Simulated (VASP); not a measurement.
# Mg3Zn5O8 (Cm) in VASP: further runs, part 2 of 2

VASP 6.6.1. The steps go on from the part before.

### 4 Single point, PBEsol

This run uses another cell than the first one, of 11.82 Å³/atom.

INCAR reads:

```
SYSTEM = Mg3Zn5O8
PREC     = Accurate       ! precision mode
ENCUT    = 520            ! plane-wave cutoff, eV
EDIFF    = 1E-7           ! SCF threshold, eV
ISMEAR   = 0              ! smearing method
SIGMA    = 0.02           ! smearing width, eV
LREAL    = Auto         
LASPH    = .TRUE.         ! aspherical terms in the spheres
NELM     = 60             ! most SCF steps
ALGO     = Normal         ! electronic algorithm
ISIF     = 2              ! what is computed and relaxed
LWAVE    = .FALSE.        ! write WAVECAR
LCHARG   = .FALSE.        ! write CHGCAR
GGA      = PS             ! functional
NBANDS   = 71             ! bands
```

KPOINTS reads:

```
regular mesh
0
G
  6 6 6
  0 0 0
```

POSCAR reads:

```
Mg3Zn5O8
1.0
    0.0001214041      0.0000700927     -5.1819081577
    3.2293354905      5.6211200203     -0.0001515564
    3.2533649901     -5.6349934584      0.0000000000
Mg Zn O
3 5 8
Direct
    0.5009242315      0.1669258967      0.3325994983
    0.5009242315      0.1669258967      0.8343263984
   -0.0017315824      0.3359043130      0.6679521565
    0.5051220040      0.6648040608      0.3324020304
    0.5032126337      0.6641594510      0.8320797255
    0.0004612370      0.3324239880      0.1662119940
    0.0023453285      0.8344891342      0.6679284808
    0.0023453285      0.8344891342      0.1665606534
    0.6173198666      0.3297755669      0.6648877835
    0.6188197399      0.3310884526      0.1655442263
    0.6196469846      0.8326966559      0.6666285928
    0.6196469846      0.8326966559      0.1660680631
    0.1188954293      0.1689587841      0.3357841572
    0.1188954293      0.1689587841      0.8331746269
    0.1208956519      0.6675456325      0.3337728163
    0.1201965015      0.6681575935      0.8340787967
```

Potentials or basis: VASP PAW PBE potentials, release 64 (Mg, Zn, O).

On the command line:

```sh
$ cat potpaw_PBE.64/Mg/POTCAR potpaw_PBE.64/Zn/POTCAR potpaw_PBE.64/O/POTCAR > POTCAR
$ mpirun -np 1 vasp_std > vasp.out
```

OUTCAR:

```text
SYSTEM = Mg3Zn5O8
   PREC = Accurate
   ENCUT = 520
   EDIFF = 1E-7
   ISMEAR = 0
   LREAL = Auto
   LASPH = .TRUE.
   NELM = 60
   ISIF = 2
   GGA = PS

 ion  position               nearest neighbor table
   1  0.501  0.167  0.333-  10 1.96   9 1.97  12 1.97  13 1.98   8 3.19   6 3.19   3 3.19   6 3.20
                             8 3.20   3 3.22   4 3.23   5 3.23   2 3.24   5 3.25   4 3.25   2 3.26
   2  0.501  0.167  0.834-  10 1.96   9 1.97  11 1.97  14 1.98   7 3.19   6 3.19   3 3.19   6 3.20
                             7 3.20   3 3.22   4 3.23   5 3.23   1 3.24   5 3.25   4 3.25   1 3.26
   3  0.998  0.336  0.668-  16 1.97  14 1.97  13 1.97   9 1.97   5 3.16   2 3.19   1 3.19   5 3.20
                             2 3.22   1 3.22   7 3.23   8 3.23   7 3.25   8 3.25   6 3.25   6 3.25
   4  0.505  0.665  0.332-  10 1.96  12 1.97  11 1.97  15 1.99   1 3.23   2 3.23   1 3.25   2 3.25
[... 9 lines left out ...]
   9  0.617  0.330  0.665-   2 1.97   1 1.97   5 1.97   3 1.97
  10  0.619  0.331  0.166-   1 1.96   2 1.96   4 1.96   6 1.98
  11  0.620  0.833  0.667-   4 1.97   2 1.97   5 1.97   7 1.98
  12  0.620  0.833  0.166-   4 1.97   1 1.97   5 1.97   8 1.98
  13  0.119  0.169  0.336-   8 1.97   3 1.97   6 1.97   1 1.98
  14  0.119  0.169  0.833-   7 1.97   3 1.97   6 1.97   2 1.98
  15  0.121  0.668  0.334-   7 1.98   8 1.98   6 1.98   4 1.99
  16  0.120  0.668  0.834-   3 1.97   7 1.97   8 1.97   5 1.98

[... 1947 lines left out ...]
     68       9.9427      0.00000
     69      10.5377      0.00000

 [... further k-points ...]

 [bands above 69 left out]

------------------------ aborting loop because EDIFF is reached ----------------------------------------

  FORCE on cell =-STRESS in cart. coord.  units (eV):
  Direction    XX          YY          ZZ          XY          YZ          ZX
  --------------------------------------------------------------------------------------
  -------------------------------------------------------------------------------------
  Total        0.5924032      0.5915775      0.5724061      0.0007151      0.0005524      0.0009567
  in kB        5.0202553      5.0132579      4.8507923      0.0060599      0.0046812      0.0081076
  external PRESSURE =       4.9614352 kB  Pullay stress =       0.0000000 kB

 VOLUME and BASIS-vectors are now :
 -----------------------------------------------------------------------------
  energy-cutoff  :      520.00
  volume of cell :      189.06
      direct lattice vectors                 reciprocal lattice vectors
     0.000121404  0.000070093 -5.181908158    -0.000004517 -0.000002608 -0.192979105
     3.229335491  5.621120020 -0.000151556     0.154447534  0.089170325  0.000004825
     3.253364990 -5.634993458  0.000000000     0.154067281 -0.088511709  0.000002412

 POSITION                                       TOTAL-FORCE (eV/Angst)
 -----------------------------------------------------------------------------------
      1.62119     -0.93585     -2.59577         0.000589     -0.002156      0.005207
      3.25349     -3.76308     -2.59577        -0.001573      0.001588      0.005207
      3.25796     -1.87568     -5.17299        -0.002681     -0.001548      0.001061
      3.22836      1.86390     -2.61760         0.005032      0.002905      0.003676
      4.85191     -0.95541     -2.60770         0.002670      0.001542      0.000835
      1.61426      0.93199     -0.00244         0.001173      0.000677     -0.000085
[... 8 lines left out ...]
      3.24163      1.87155     -0.62657         0.000610      0.000352      0.000211
      4.87128     -0.94423     -0.62295        -0.054997     -0.031753      0.019277
 -----------------------------------------------------------------------------------
    total drift:                                0.000858      0.000468     -0.028812

  FREE ENERGIE OF THE ION-ELECTRON SYSTEM (eV)
  ---------------------------------------------------
  free  energy   TOTEN  =       -85.4570180694 eV

  energy  without entropy=      -85.4570180694  energy(sigma->0) =      -85.45701807
```

OSZICAR:

```text
N       E                     dE             d eps       ncg     rms          rms(c)
DAV:   1     0.133682568952E+04    0.13368E+04   -0.52046E+04  9656   0.205E+03
DAV:   2     0.165914623381E+03   -0.11709E+04   -0.10919E+04  9920   0.539E+02
DAV:   3    -0.800854022359E+02   -0.24600E+03   -0.23836E+03 10281   0.221E+02
DAV:   4    -0.985211296763E+02   -0.18436E+02   -0.18244E+02 11184   0.654E+01
DAV:   5    -0.988125190015E+02   -0.29139E+00   -0.29066E+00 10963   0.890E+00    0.258E+01
DAV:   6    -0.847444378467E+02    0.14068E+02   -0.44882E+01 15750   0.819E+01    0.149E+01
DAV:   7    -0.856905972178E+02   -0.94616E+00   -0.13521E+01 10517   0.200E+01    0.973E+00
DAV:   8    -0.858479171291E+02   -0.15732E+00   -0.47814E+00 14157   0.135E+01    0.423E+00
DAV:   9    -0.854371163161E+02    0.41080E+00   -0.11705E+00 17144   0.127E+01    0.980E-01
DAV:  10    -0.854593935513E+02   -0.22277E-01   -0.45705E-01 10497   0.277E+00    0.458E-01
DAV:  11    -0.854578853933E+02    0.15082E-02   -0.86027E-03 11192   0.548E-01    0.292E-01
DAV:  12    -0.854571259890E+02    0.75940E-03   -0.21225E-03 14274   0.464E-01    0.153E-01
DAV:  13    -0.854569817975E+02    0.14419E-03   -0.12962E-03 12754   0.251E-01    0.421E-02
DAV:  14    -0.854570095687E+02   -0.27771E-04   -0.18820E-04 12825   0.178E-01    0.163E-02
DAV:  15    -0.854570151871E+02   -0.56184E-05   -0.44478E-05 13176   0.852E-02    0.764E-03
DAV:  16    -0.854570177370E+02   -0.25500E-05   -0.95151E-06 13397   0.299E-02    0.399E-03
DAV:  17    -0.854570180406E+02   -0.30360E-06   -0.34107E-06 11544   0.220E-02    0.280E-03
DAV:  18    -0.854570180694E+02   -0.28798E-07   -0.95019E-07 12219   0.109E-02
   1 F= -.85457018E+02 E0= -.85457018E+02  d E =-.359711E-21
```

Run time: 46 min. Hardware: 1 thread of AMD EPYC 9755, shared host; peak memory 0.61 GiB.

What came out:

- Free energy: -85.4570 eV
- Pressure: 0.5 GPa
- Largest force: 0.078 eV/Å
- Band gap on the k mesh: 1.52 eV

Forces in eV/Å, atoms in the order of the input:
```
Mg   0.001 -0.002  0.005
Mg  -0.002  0.002  0.005
Mg  -0.003 -0.002  0.001
Zn   0.005  0.003  0.004
Zn   0.003  0.002  0.001
Zn   0.001  0.001  0.000
Zn  -0.003  0.003 -0.001
Zn   0.001 -0.004 -0.001
O   -0.053 -0.031 -0.023
O   -0.056 -0.032  0.041
O    0.052  0.031  0.019
O    0.053  0.030  0.019
O    0.055 -0.032 -0.045
O    0.000  0.064 -0.045
O    0.001  0.000  0.000
O   -0.055 -0.032  0.019
```

Levels at points of the mesh, in eV from the valence-band top:
```
           k point  band 53  band 54  band 55  band 56  band 57  band 58  band 59  band 60  band 61  band 62
(0.00, 0.00, 0.00)    -0.71    -0.68    -0.14    -0.09     0.00     1.52     5.79     6.38     6.53     6.69
(0.50, 0.00, 0.00)    -0.95    -0.55    -0.49    -0.30    -0.27     3.95     4.17     5.90     5.98     6.01
(0.00, 0.50, 0.00)    -1.02    -0.75    -0.70    -0.26    -0.13     3.59     4.19     6.35     6.44     7.29
(0.50, 0.50, 0.00)    -0.88    -0.85    -0.83    -0.63    -0.59     5.03     5.09     5.45     5.80     6.63
(0.00, 0.00, 0.50)    -1.12    -0.57    -0.54    -0.40    -0.30     3.76     3.96     6.34     6.57     7.52
(0.50, 0.00, 0.50)    -0.91    -0.88    -0.85    -0.82    -0.59     5.09     5.31     5.37     5.41     6.71
```

Caveat: the PAW data sets were made with another functional, which shifts forces and pressure a little. A k mesh can miss the band edges.

### 5 Overview

```csv
cell,k mesh,smearing,gap on the mesh (eV),pressure (GPa),largest force (eV/Å)
"a = 5.200, b = 6.492, c = 6.492 Å, angles 120.0, 90.0, 90.0°, 16 atoms, atomic positions A",4 × 3 × 3,gaussian 0.1 eV,1.50,0.0,0.24
"a = 5.182, b = 6.483, c = 6.507 Å, angles 120.1, 90.0, 90.0°, 16 atoms, atomic positions B",4 × 4 × 4,gaussian 0.02 eV,1.52,0.5,0.08
"a = 5.182, b = 6.483, c = 6.507 Å, angles 120.1, 90.0, 90.0°, 16 atoms, atomic positions B",6 × 6 × 6,gaussian 0.02 eV,1.52,0.5,0.08
```

Alike in all rows: task single point; level PBEsol; potentials or basis VASP PAW PBE potentials, release 64 (Mg, Zn, O); no spin polarisation; cutoff (eV) 520.

Caveats: the PAW data sets were made with another functional, which shifts forces and pressure a little.

Absolute energies hang on the potentials; compare differences alone.
